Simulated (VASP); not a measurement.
Set up this calculation in VASP 6.6.1, as the native input.

```yaml
Task: single point
Functional: LDA
Potentials_or_basis: VASP PAW LDA potentials, release 64 (Mn_pv, O)
Cutoff: 520 eV
k_mesh: 9 × 9 × 5
Occupations: fermi-dirac, width 0.05 eV
Spin: collinear spin, ferromagnetic start
Starting_moments: "[4.0, 4.0, 0.0, 0.0] μB"
Dipole_correction: no
Further_INCAR_settings: ALGO = Normal; EDIFF = 1e-07; NBANDS = 31
```

The structure of MnO lies in POSCAR:

```
MnO
1.0
    3.3940297898      0.0000000000      0.0000000000
   -1.6970148949      2.9393160191      0.0000000000
    0.0000000000      0.0000000000      5.4211666023
Mn O
2 2
Direct
    0.6666666667      0.3333333333      0.5109600000
    0.3333333333      0.6666666667      0.0109600000
    0.6666666667      0.3333333333      0.8754700000
    0.3333333333      0.6666666667      0.3754700000
```

The input as run:

INCAR

```
PREC     = Accurate       # precision mode
ENCUT    = 520            # plane-wave cutoff, eV
EDIFF    = 1E-7           # SCF threshold, eV
ISMEAR   = -1             # smearing method
SIGMA    = 0.05           # smearing width, eV
LREAL    = F              # projectors in reciprocal space
LASPH    = T              # aspherical terms in the spheres
NELM     = 150            # most SCF steps
ALGO     = Normal         # electronic algorithm
ISIF     = 2              # what is computed and relaxed
LWAVE    = F              # write WAVECAR
LCHARG   = F              # write CHGCAR
ISPIN    = 2              # spin polarisation
MAGMOM   = 4 4 0 0        # initial moments
LORBIT   = 11             # projections on sites
LMAXMIX  = 4              # l up to which the mixer works
NBANDS   = 31             # bands
```

KPOINTS

```
regular mesh
0
Gamma
  9 9 5
```

Potentials or basis: VASP PAW LDA potentials, release 64 (Mn_pv, O).

Command:

```sh
$ cat potpaw_LDA.64/Mn_pv/POTCAR potpaw_LDA.64/O/POTCAR > POTCAR
$ mpirun -np 1 vasp_std > vasp.out
```

It gave:

| Quantity | Value |
| --- | --- |
| Pressure | -6.9 GPa |
| Largest force | 0.514 eV/Å |
| Net moment | 9.87 μB per cell |
| Site moments | Mn +4.33; O +0.21 μB |
| Valence electrons inside the program's atomic spheres | Mn 11.43; O 4.97 |

Caveat: the stress differs along the axes, from -9 to -3 GPa; the run started ferromagnetic, and an antiferromagnetic order may lie lower in energy.

Wall time 2.3 min on 1 thread of Intel(R) Xeon(R) Platinum 8375C CPU @ 2.90GHz (Ice Lake), with other jobs on the host, peak memory 0.21 GiB.
